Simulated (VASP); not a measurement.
Input of a VASP 6.6.1 run:

INCAR

```
  ALGO = Normal
  EDIFF = 1E-6
  ENCUT = 520
  GGA = PE
  ISIF = 2
  ISMEAR = 0
  LASPH = T
  LCHARG = T
  LELF = T
  LREAL = F
  LVHAR = T
  LWAVE = F
  NBANDS = 17
  NELM = 80
  PREC = Accurate
  SIGMA = 0.01
```

The input KPOINTS:

```
k-points
0
Gamma
  8 8 8
```

The input POSCAR:

```
PbS
1.0
    0.0000000000      2.9872326701      2.9872326701
    2.9872326701      0.0000000000      2.9872326701
    2.9872326701      2.9872326701      0.0000000000
Pb S
1 1
Direct
    0.0000000000      0.0000000000      0.0000000000
    0.5000000000      0.5000000000      0.5000000000
```

Potentials or basis: VASP PAW PBE potentials, release 64 (Pb_d, S).

Run with:

```sh
$ cat potpaw_PBE.64/Pb_d/POTCAR potpaw_PBE.64/S/POTCAR > POTCAR
$ mpirun -np 1 vasp_std > vasp.out
```

Question: What does it give for the pressure?

Answer: 0.9 GPa.

Question: Predict the band gap on the k mesh.

Answer: 0.44 eV, direct.

Caveat: spin-orbit coupling is left out, which moves the levels of the heavy elements. A k mesh can miss the band edges.
